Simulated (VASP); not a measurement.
A run of VASP 6.6.1:

The input INCAR:

```
PREC     = Accurate       # precision mode
ENCUT    = 600            # plane-wave cutoff, eV
EDIFF    = 1E-6           # SCF threshold, eV
ISMEAR   = 0              # smearing method
SIGMA    = 0.1            # smearing width, eV
LREAL    = False          # projectors in reciprocal space
LASPH    = True           # aspherical terms in the spheres
NELM     = 60             # most SCF steps
ALGO     = Normal         # electronic algorithm
ISIF     = 3              # what is computed and relaxed
LWAVE    = False          # write WAVECAR
LCHARG   = False          # write CHGCAR
GGA      = PE             # functional
IBRION   = 2              # ionic algorithm
NSW      = 100            # ionic steps
EDIFFG   = -0.005         # ionic threshold
```

File KPOINTS:

```
Automatic mesh
0
Gamma
  18 18 18
```

POSCAR

```
Pt
1.0
    0.0000000000      1.9836737127      1.9836737127
    1.9836737127      0.0000000000      1.9836737127
    1.9836737127      1.9836737127      0.0000000000
Pt
1
Direct
    0.0000000000      0.0000000000      0.0000000000
```

Potentials or basis: VASP PAW PBE potentials, release 64 (Pt).

Run with:

```console
$ cat potpaw_PBE.64/Pt/POTCAR > POTCAR
$ mpirun -np 1 vasp_std > vasp.out
```

Hardware: 1 thread of Intel(R) Xeon(R) Platinum 8259CL CPU @ 2.50GHz (Skylake/Cascade Lake) (shared host).

Q: How long does it take, and how much memory?

A: Run time: 27 s on 1 thread of Intel(R) Xeon(R) Platinum 8259CL CPU @ 2.50GHz (Skylake/Cascade Lake), on a shared host, peak memory 0.17 GiB. Counts: scf iterations 20, k points 195, ion steps 3.
